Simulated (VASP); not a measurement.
Si26SbC27 (a cell with a defect), 54 atoms in the cell. The cell holds a defect, 54 atoms: a = 9.245 Å, b = 9.245 Å, c = 9.245 Å, α = 60.00°, β = 60.00°, γ = 60.00°. 

* Program: VASP 6.6.1
* Task: single point
* Functional: PBE
* Potentials or basis: VASP PAW PBE potentials, release 64 (Sb, Si, C)
* Cutoff: 520 eV
* k mesh: 3 × 3 × 3
* Occupations: fermi-dirac, width 0.01 eV
* Spin: no spin polarisation
* Dipole correction: no
* Charge: -1
* Further INCAR settings: LREAL = Auto; ALGO = Normal; EDIFF = 1e-06; NBANDS = 142; NELECT = 218.0

Potentials or basis: VASP PAW PBE potentials, release 64 (Sb, Si, C).

Command:

```console
$ cat potpaw_PBE.64/Sb/POTCAR potpaw_PBE.64/Si/POTCAR potpaw_PBE.64/C/POTCAR > POTCAR
$ mpirun -np 1 vasp_std > vasp.out
```

Hardware: 1 thread of Intel Xeon 8259CL, with other jobs on the host.

Q: How long does it take, and how much memory?

A: Wall time 24 min on 1 thread of Intel Xeon 8259CL (shared host), peak memory 0.8 GiB. Counts: scf iterations 16, k points 4.
